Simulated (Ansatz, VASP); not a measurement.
**Two plane-wave programs on Sb**

```
Sb
1.0
     0.00000    2.32382    2.37124
     2.37124    0.00000    2.37124
     2.37124    2.32382    0.00000
Sb
1
Direct
  0.00000 0.00000 0.00000
```

Change from the starting cell: strain -0.0200 x Voigt [0, 1, 0, 0, 0, 0], atoms carried along.

Alike in both runs: task single point; functional PBE; dispersion D3(BJ); k mesh 18 × 18 × 18; occupations gaussian, width 0.15 eV; no spin polarisation.

|  | VASP | Ansatz |
| --- | --- | --- |
| version | VASP 6.6.1 | Ansatz 0.2.0 |
| potentials or method | VASP PAW PBE potentials, release 64 (Sb), cutoff 520 eV | scalar-relativistic, plane waves, PAW |
| valence electrons in the cell | 5 | 15 |

|  | VASP | Ansatz | Ansatz less VASP |
| --- | --- | --- | --- |
| gap on the k mesh at the Fermi level (eV) | none | none | - |
| pressure (GPa) | -0.1 | 0.0 | +0.14 |
| traceless stress, the component that is largest in VASP (GPa) | -0.25 | -0.25 | -0.002 |

A gap of «none» marks a metal or a gap that the smearing closes. VASP's potentials hold 5 valence electrons a cell and Ansatz's 15, so a difference there can come from the potentials and not from the codes.

Neither program's run includes spin-orbit coupling.
